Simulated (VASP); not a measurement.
# C12N in VASP: notebook

C12N is run at these levels: PBE; tasks: single point.

Everything below comes from runs of VASP 6.6.1. Logs are shortened: lines on timing, memory, paths and dates and some standing lists are left out, and cuts for length are marked.

## 1. The cell of the first run

The cell holds a slab with vacuum, 13 atoms: a = 4.933 Å, b = 8.872 Å, c = 20.291 Å, α = 90.00°, β = 90.00°, γ = 97.99°.

## 2. Single point, PBE

INCAR reads:

```
PREC     = Accurate       # precision mode
ENCUT    = 520            # plane-wave cutoff, eV
EDIFF    = 1E-6           # SCF threshold, eV
ISMEAR   = 0              # smearing method
SIGMA    = 0.1            # smearing width, eV
LREAL    = False          # projectors in reciprocal space
LASPH    = True           # aspherical terms in the spheres
NELM     = 100            # most SCF steps
ALGO     = Normal         # electronic algorithm
ISIF     = 2              # what is computed and relaxed
LWAVE    = False          # write WAVECAR
LCHARG   = False          # write CHGCAR
LDIPOL   = True         
IDIPOL   = 3            
DIPOL    = 0.5 0.5 0.327
GGA      = PE             # functional
NBANDS   = 38             # bands
```

KPOINTS reads:

```
Automatic mesh
0
Gamma
  6 3 1
```

POSCAR reads:

```
C12N
1.0
    4.9326910638      0.0000000000      0.0000000000
   -1.2331727659      8.7858796652      0.0000000000
    0.0000000000      0.0000000000     20.2907138818
C N
12 1
Direct
    0.0197005045      0.0788020181      0.1971345130
    0.5197005045      0.0788020181      0.1971345130
    0.2746256306      0.0985025226      0.2311704222
    0.7746256306      0.0985025226      0.2311704222
    0.2844758829      0.1379035317      0.2992422405
    0.7844758829      0.1379035317      0.2992422405
    0.0392966979      0.1571967124      0.3324023561
    0.5392966979      0.1571967124      0.3324023561
    0.0496769462      0.1987212371      0.4035397332
    0.5496769462      0.1987212371      0.4035397332
    0.3040736101      0.2163107364      0.4332382751
    0.8040736101      0.2163107364      0.4332382751
    0.4290736101      0.4663107364      0.4511942746
```

Potentials or basis: VASP PAW PBE potentials, release 64 (C, N).

On the command line:

```bash
> cat potpaw_PBE.64/C/POTCAR potpaw_PBE.64/N/POTCAR > POTCAR
> mpirun -np 1 vasp_std > vasp.out
```

OUTCAR:

```text
PREC = Accurate
   ENCUT = 520
   EDIFF = 1E-6
   ISMEAR = 0
   LREAL = False
   LASPH = True
   NELM = 100
   ISIF = 2
   GGA = PE

 ion  position               nearest neighbor table
   1  0.020  0.079  0.197-   3 1.42   4 1.42
   2  0.520  0.079  0.197-   4 1.42   3 1.42
   3  0.275  0.099  0.231-   1 1.42   5 1.42   2 1.42
   4  0.775  0.099  0.231-   2 1.42   6 1.42   1 1.42
   5  0.284  0.138  0.299-   8 1.41   7 1.41   3 1.42
   6  0.784  0.138  0.299-   7 1.41   8 1.41   4 1.42
   7  0.039  0.157  0.332-   6 1.41   5 1.41   9 1.49
   8  0.539  0.157  0.332-   5 1.41   6 1.41  10 1.49
   9  0.050  0.199  0.404-  11 1.38  12 1.38   7 1.49
  10  0.550  0.199  0.404-  12 1.38  11 1.38   8 1.49
  11  0.304  0.216  0.433-   9 1.38  10 1.38
  12  0.804  0.216  0.433-  10 1.38   9 1.38
  13  0.429  0.466  0.451-

  LATTYP: Found a simple monoclinic cell.
 ALAT       =     4.9326910638
 B/A-ratio  =     4.1135180816
 C/A-ratio  =     1.7986126829
 COS(beta)  =    -0.1389960175

  Lattice vectors:

 A1 = (   4.9326910638,   0.0000000000,   0.0000000000)
 A2 = (   0.0000000000,   0.0000000000, -20.2907138818)
 A3 = (  -1.2331727659,   8.7858796652,   0.0000000000)

Analysis of symmetry for initial positions (statically):
=====================================================================
 Subroutine PRICEL returns:
 Original cell was already a primitive cell.

 Routine SETGRP: Setting up the symmetry group for a
 simple monoclinic supercell.

 Subroutine GETGRP returns: Found  1 space group operations
 (whereof  1 operations were pure point group operations)
 out of a pool of  4 trial point group operations.

The static configuration has the point symmetry C_1 .

Analysis of symmetry for dynamics (positions and initial velocities):
=====================================================================
 Subroutine PRICEL returns:
 Original cell was already a primitive cell.

 Routine SETGRP: Setting up the symmetry group for a
 simple monoclinic supercell.

 Subroutine GETGRP returns: Found  1 space group operations
 (whereof  1 operations were pure point group operations)
 out of a pool of  4 trial point group operations.

The dynamic configuration has the point symmetry C_1 .

 Subroutine INISYM returns: Found  1 space group operations
[... 120 lines left out ...]
   EFERMI_NEDOS =   21; number of points for ismear=-14 and -15
   IALGO  =     38    algorithm
   IMIX   =      4    mixing-type and parameters
     AMIX     =   0.40;   BMIX     =  1.00
     AMIX_MAG =   1.60;   BMIX_MAG =  1.00
  volume/ion in A,a.u.               =      67.64       456.48
  Fermi-wavevector in a.u.,A,eV,Ry     =   0.641866  1.212952  5.605497  0.411992
  Thomas-Fermi vector in A             =   1.708347
   LORBIT       =      0    0 simple, 1 ext, 2 COOP (PROOUT), +10 PAW based schemes
   GGA     = PE    functional components
   LHFCALC =     F    Hartree Fock is set to
   AEXX    =    0.0000 exact exchange contribution
   IVDW    =     0    specifies the selected vdW correction
   LEPSILON=     F    determine dielectric tensor
   LRPA    =     F    only Hartree local field effects (RPA)
 non-spin polarized calculation
 Gauss-broadening in eV      SIGMA  =   0.10
  energy-cutoff  :      520.00
  volume of cell :      879.36
 maximum number of plane-waves:     23724
 NGX is ok and might be reduce to    40
   NGX = 19   NGY = 33   NGZ = 75

 dipolmoment           0.000000      0.000000     -0.024044 electrons x Angstroem

 number of electron      53.0000000 magnetization

 dipolmoment           0.000000      0.000000      0.072616 electrons x Angstroem

 Free energy of the ion-electron system (eV)
  ---------------------------------------------------
  ext. energy  EPLUGINS =         0.00000000
  ---------------------------------------------------
  free energy    TOTEN  =      -100.24047972 eV

  energy without entropy =     -100.14706032  energy(sigma->0) =     -100.19377002

 E-fermi :  -4.9046     XC(G=0):  -2.2100

 val. band max:       -4.9088999514   @ k =   0.1667   0.0000   0.0000
 cond. band min:      -4.8645943133   @ k =  -0.3333   0.3333   0.0000
 fundamental gap:      0.0443056382
 Fermi energy:        -4.9045928359

 k-point     1 :       0.0000    0.0000    0.0000
  band No.  band energies     occupation
      1     -23.4490      2.00000
      2     -21.8204      2.00000
      3     -19.4871      2.00000
      4     -19.3107      2.00000
      5     -19.2232      2.00000
      6     -17.7161      2.00000
[... 399 lines left out ...]
     37       1.4257      0.00000
     38       1.5555      0.00000

------------------------ aborting loop because EDIFF is reached ----------------------------------------

 vacuum level on the upper side and lower side of the slab       (xc-potential included)         0.141        -0.153

  FORCE on cell =-STRESS in cart. coord.  units (eV):
  Direction    XX          YY          ZZ          XY          YZ          ZX
  --------------------------------------------------------------------------------------
  -------------------------------------------------------------------------------------
  Total        1.5830241     -7.4770198     -0.1492289     -0.5804338      0.0614609     -0.1244519
  in kB        2.8842414    -13.6229956     -0.2718923     -1.0575400      0.1119807     -0.2267491
  external PRESSURE =      -3.6702155 kB  Pullay stress =       0.0000000 kB

 VOLUME and BASIS-vectors are now :
 -----------------------------------------------------------------------------
  energy-cutoff  :      520.00
  volume of cell :      879.36
      direct lattice vectors                 reciprocal lattice vectors
     4.932691064  0.000000000  0.000000000     0.202729096  0.028454749  0.000000000
    -1.233172766  8.785879665  0.000000000     0.000000000  0.113818996  0.000000000
     0.000000000  0.000000000 20.290713882     0.000000000  0.000000000  0.049283628

 POSITION                                       TOTAL-FORCE (eV/Angst)
 -----------------------------------------------------------------------------------
     -0.00000      0.69235      4.00000        -0.106271      0.525821      1.938156
      2.46635      0.69235      4.00000         0.102808      0.483343      1.937335
      1.23317      0.86543      4.69061         0.001162     -0.880862     -3.530376
      3.69952      0.86543      4.69061         0.000731     -0.799683     -3.128052
      1.23317      1.21160      6.07184        -0.018345      0.372759      1.499102
      3.69952      1.21160      6.07184         0.004266      0.340575      1.270164
     -0.00001      1.38111      6.74468        -0.219831     -0.237839      0.461026
      2.46633      1.38111      6.74468         0.273609     -0.221378      0.496570
     -0.00002      1.74594      8.18811        -0.922885     -0.146191     -0.338770
      2.46633      1.74594      8.18811         0.868038     -0.334313     -0.816860
      1.23315      1.90048      8.79071         0.405173      4.172691      0.546268
      3.69950      1.90048      8.79071        -0.127565      0.237763     -0.343561
      1.54145      4.09695      9.15505        -0.260888     -3.512687      0.008999
 -----------------------------------------------------------------------------------
    total drift:                                0.000162     -0.000125      0.000161

  FREE ENERGIE OF THE ION-ELECTRON SYSTEM (eV)
  ---------------------------------------------------
  free  energy   TOTEN  =      -100.2404797182 eV

  energy  without entropy=     -100.1470603214  energy(sigma->0) =     -100.19377002

 vacuum level on the upper side and lower side of the slab         1.610         1.307
```

OSZICAR:

```text
N       E                     dE             d eps       ncg     rms          rms(c)
DAV:   1     0.457916375812E+03    0.45792E+03   -0.17741E+04   848   0.969E+02
DAV:   2    -0.322409793382E+01   -0.46114E+03   -0.43703E+03  1144   0.220E+02
DAV:   3    -0.105069056730E+03   -0.10184E+03   -0.10090E+03   976   0.110E+02
DAV:   4    -0.109134535770E+03   -0.40655E+01   -0.40285E+01   856   0.291E+01
[... 23 lines left out ...]
DAV:  28    -0.100240464210E+03   -0.25948E-04   -0.26720E-06   802   0.337E-03    0.800E-04
DAV:  29    -0.100240474494E+03   -0.10284E-04   -0.93462E-07   712   0.192E-03    0.580E-04
DAV:  30    -0.100240478056E+03   -0.35618E-05   -0.29078E-07   588   0.124E-03    0.200E-03
DAV:  31    -0.100240479392E+03   -0.13358E-05   -0.71600E-07   580   0.106E-03    0.423E-03
DAV:  32    -0.100240479718E+03   -0.32631E-06   -0.31757E-07   534   0.925E-04
   1 F= -.10024048E+03 E0= -.10019377E+03  d E =-.934194E-01
```

It took 15 min on 1 thread of Intel Xeon Platinum 8259CL at 2.50GHz (Skylake/Cascade Lake), shared host; peak memory 0.99 GiB.

Results:

```yaml
Free_energy: -100.2405 eV
Largest_force: 4.228 eV/Å
Band_gap_on_the_k_mesh: zero (an odd number of electrons rules out a gap without spin polarisation)
```

Forces in eV/Å, atoms in the order of the input:
```
C   -0.106  0.526  1.938
C    0.103  0.483  1.937
C    0.001 -0.881 -3.530
C    0.001 -0.800 -3.128
C   -0.018  0.373  1.499
C    0.004  0.341  1.270
C   -0.220 -0.238  0.461
C    0.274 -0.221  0.497
C   -0.923 -0.146 -0.339
C    0.868 -0.334 -0.817
C    0.405  4.173  0.546
C   -0.128  0.238 -0.344
N   -0.261 -3.513  0.009
```

Caveat: an odd number of electrons without spin polarisation forces a metal; a magnetic or distorted state may lie lower.

## 3. Single point, PBE

INCAR reads:

```
PREC = Accurate
ENCUT = 520
EDIFF = 1E-6
ISMEAR = 0
SIGMA = 0.1
LREAL = False
LASPH = True
NELM = 80
ALGO = Normal
ISIF = 2
LWAVE = False
LCHARG = False
LDIPOL = True
IDIPOL = 3
DIPOL = 0.5 0.5 0.317
GGA = PE
NBANDS = 38
```

KPOINTS is that of step 2.

Changes to POSCAR since step 2:

```diff
@@ -20,2 +20,2 @@
     0.8040736101      0.2163107364      0.4332382751
-    0.4290736101      0.4663107364      0.4511942746
+    0.4290736101      0.9663107364      0.3283664992
```

Potentials or basis: VASP PAW PBE potentials, release 64 (C, N).

On the command line:

```bash
> cat potpaw_PBE.64/C/POTCAR potpaw_PBE.64/N/POTCAR > POTCAR
> mpirun -np 1 vasp_std > vasp.out
```

OUTCAR:

```text
PREC = Accurate
   ENCUT = 520
   EDIFF = 1E-6
   ISMEAR = 0
   LREAL = False
   LASPH = True
   NELM = 80
   ISIF = 2
   GGA = PE

 ion  position               nearest neighbor table
   1  0.020  0.079  0.197-   3 1.42   4 1.42
   2  0.520  0.079  0.197-   4 1.42   3 1.42
   3  0.275  0.099  0.231-   1 1.42   5 1.42   2 1.42
   4  0.775  0.099  0.231-   2 1.42   6 1.42   1 1.42
   5  0.284  0.138  0.299-   8 1.41   7 1.41   3 1.42  13 1.86
   6  0.784  0.138  0.299-   7 1.41   8 1.41   4 1.42
   7  0.039  0.157  0.332-   6 1.41   5 1.41   9 1.49
   8  0.539  0.157  0.332-   5 1.41   6 1.41  10 1.49  13 1.71
   9  0.050  0.199  0.404-  11 1.38  12 1.38   7 1.49
  10  0.550  0.199  0.404-  12 1.38  11 1.38   8 1.49
  11  0.304  0.216  0.433-   9 1.38  10 1.38
  12  0.804  0.216  0.433-  10 1.38   9 1.38
  13  0.429  0.966  0.328-   8 1.71   5 1.86

  LATTYP: Found a simple monoclinic cell.
 ALAT       =     4.9326910638
 B/A-ratio  =     4.1135180816
 C/A-ratio  =     1.7986126829
 COS(beta)  =    -0.1389960175

  Lattice vectors:

 A1 = (   4.9326910638,   0.0000000000,   0.0000000000)
 A2 = (   0.0000000000,   0.0000000000, -20.2907138818)
 A3 = (  -1.2331727659,   8.7858796652,   0.0000000000)

Analysis of symmetry for initial positions (statically):
=====================================================================
 Subroutine PRICEL returns:
 Original cell was already a primitive cell.

 Routine SETGRP: Setting up the symmetry group for a
 simple monoclinic supercell.

 Subroutine GETGRP returns: Found  1 space group operations
 (whereof  1 operations were pure point group operations)
 out of a pool of  4 trial point group operations.

The static configuration has the point symmetry C_1 .

Analysis of symmetry for dynamics (positions and initial velocities):
[... 154 lines left out ...]
 NGX is ok and might be reduce to    40
   NGX = 19   NGY = 33   NGZ = 75

 dipolmoment           0.000000      0.000000      0.012808 electrons x Angstroem

 number of electron      53.0000002 magnetization

 dipolmoment           0.000000      0.000000     -0.064295 electrons x Angstroem

 Free energy of the ion-electron system (eV)
  ---------------------------------------------------
  ext. energy  EPLUGINS =         0.00000000
  ---------------------------------------------------
  free energy    TOTEN  =      -100.59571923 eV

  energy without entropy =     -100.52431663  energy(sigma->0) =     -100.56001793

 E-fermi :  -4.7821     XC(G=0):  -2.1308

 val. band max:       -4.8015258914   @ k =   0.5000   0.3333   0.0000
 cond. band min:      -4.7761555161   @ k =   0.3333   0.0000   0.0000
 fundamental gap:      0.0253703753
 Fermi energy:        -4.7821278617

 k-point     1 :       0.0000    0.0000    0.0000
  band No.  band energies     occupation
      1     -24.2279      2.00000
      2     -21.7653      2.00000
      3     -20.5741      2.00000
      4     -19.5800      2.00000
      5     -19.3187      2.00000
      6     -17.6576      2.00000
[... 399 lines left out ...]
     37       1.5590      0.00000
     38       1.6873      0.00000

------------------------ aborting loop because EDIFF is reached ----------------------------------------

 vacuum level on the upper side and lower side of the slab       (xc-potential included)        -0.193         0.071

  FORCE on cell =-STRESS in cart. coord.  units (eV):
  Direction    XX          YY          ZZ          XY          YZ          ZX
  --------------------------------------------------------------------------------------
  -------------------------------------------------------------------------------------
  Total        4.1123956     -4.7238070      5.2030353      0.9425225      1.3469172     -1.2520656
  in kB        7.4927109     -8.6066914      9.4798368      1.7172591      2.4540588     -2.2812410
  external PRESSURE =       2.7886188 kB  Pullay stress =       0.0000000 kB

 VOLUME and BASIS-vectors are now :
 -----------------------------------------------------------------------------
  energy-cutoff  :      520.00
  volume of cell :      879.36
      direct lattice vectors                 reciprocal lattice vectors
     4.932691064  0.000000000  0.000000000     0.202729096  0.028454749  0.000000000
    -1.233172766  8.785879665  0.000000000     0.000000000  0.113818996  0.000000000
     0.000000000  0.000000000 20.290713882     0.000000000  0.000000000  0.049283628

 POSITION                                       TOTAL-FORCE (eV/Angst)
 -----------------------------------------------------------------------------------
     -0.00000      0.69235      4.00000        -0.126987      0.489960      2.149587
      2.46635      0.69235      4.00000        -0.204317      0.529992      1.681166
      1.23317      0.86543      4.69061        -0.045296     -0.753389     -4.390519
      3.69952      0.86543      4.69061         0.527874     -0.586141     -3.625711
      1.23317      1.21160      6.07184        -0.583088     -1.457171      1.068747
      3.69952      1.21160      6.07184         2.305243      0.678155      0.946093
     -0.00001      1.38111      6.74468        -1.393922      0.138844      0.043856
      2.46633      1.38111      6.74468         0.327103     -2.908938      1.010006
     -0.00002      1.74594      8.18811        -0.089900      0.256504      0.534605
      2.46633      1.74594      8.18811         0.054598      0.850911      2.119960
      1.23315      1.90048      8.79071         0.269055     -0.139509     -0.669541
      3.69950      1.90048      8.79071        -0.280500     -0.094243     -0.859642
      0.92486      8.48989      6.66279        -0.759864      2.995026     -0.008608
 -----------------------------------------------------------------------------------
    total drift:                                0.000119     -0.000120      0.000146

  FREE ENERGIE OF THE ION-ELECTRON SYSTEM (eV)
  ---------------------------------------------------
  free  energy   TOTEN  =      -100.5957192302 eV

  energy  without entropy=     -100.5243166312  energy(sigma->0) =     -100.56001793

 vacuum level on the upper side and lower side of the slab         1.220         1.487
```

stdout:

```text
POSCAR found type information on POSCAR C N
 POSCAR found :  2 types and      13 ions
 scaLAPACK will be used
 LDA part: xc-table for (Slater+PW92), standard interpolation
 POSCAR, INCAR and KPOINTS ok, starting setup
 FFT: planning ... GRIDC
 FFT: planning ... GRID_SOFT
 FFT: planning ... GRID
 WAVECAR not read
 entering main loop
```

Wall time 14 min (1 thread of Intel Xeon Platinum 8259CL at 2.50GHz (Skylake/Cascade Lake), shared host); peak memory 0.96 GiB.

What came out:

```yaml
Free_energy: -100.5957 eV
Largest_force: 4.455 eV/Å
Band_gap_on_the_k_mesh: zero (an odd number of electrons rules out a gap without spin polarisation)
```

Forces on the atoms (eV/Å):
```
C   -0.127  0.490  2.150
C   -0.204  0.530  1.681
C   -0.045 -0.753 -4.391
C    0.528 -0.586 -3.626
C   -0.583 -1.457  1.069
C    2.305  0.678  0.946
C   -1.394  0.139  0.044
C    0.327 -2.909  1.010
C   -0.090  0.257  0.535
C    0.055  0.851  2.120
C    0.269 -0.140 -0.670
C   -0.281 -0.094 -0.860
N   -0.760  2.995 -0.009
```

Levels at points of the mesh, in eV from the Fermi level:
```csv
k point,band 22,band 23,band 24,band 25,band 26,band 27,band 28,band 29,band 30,band 31
"(0.00, 0.00, 0.00)",-2.41,-0.72,-0.45,-0.31,-0.22,0.41,0.61,0.73,0.98,1.27
"(0.50, 0.00, 0.00)",-2.44,-1.90,-0.51,-0.13,-0.02,0.05,0.06,0.22,1.94,3.51
```

Caveat: an odd number of electrons without spin polarisation forces a metal; a magnetic or distorted state may lie lower.

The gap in the log of VASP goes by the Fermi energy; the results here count the filled bands.